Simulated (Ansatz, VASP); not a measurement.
**One calculation of BP, two programs**

```xyz
2
Lattice="0.0000 2.3541 2.2690 2.3541 0.0000 2.2690 2.3541 2.3541 0.0000" Properties=species:S:1:pos:R:3 pbc="T T T"
B     0.0000    0.0000    0.0000
P     3.5311    3.5311    3.4035
```

Change from the starting cell: strain +0.0375 x Voigt [1, 1, 0, 0, 0, 0], atoms carried along.

Alike in both runs: task single point; functional r2SCAN; k mesh 10 × 10 × 10; occupations gaussian, width 0.05 eV; no spin polarisation.

```csv
,VASP,Ansatz
version,VASP 6.6.1,Ansatz 0.2.0
potentials or method,"VASP PAW PBE potentials, release 64 (B, P), cutoff 520 eV","scalar-relativistic, plane waves, PAW"
valence electrons in the cell,8,8
```

VASP gave:

| Item | Value |
| --- | --- |
| gap on the k mesh at the Fermi level (eV) | 0.98 |
| least direct gap on the mesh (eV) | 3.16 |
| pressure (GPa) | -11.4 |
| traceless stress, the component that is largest in VASP (GPa) | 6.30 |

Question: Estimate Ansatz's values.

Answer: gap on the k mesh at the Fermi level (eV): 0.95; least direct gap on the mesh (eV): 3.12; pressure (GPa): -11.0; traceless stress, the component that is largest in VASP (GPa): 6.27.

VASP's potentials were made for PBE, not for r2SCAN. With one functional, cell and mesh, what is left measures potentials, basis and numerics.
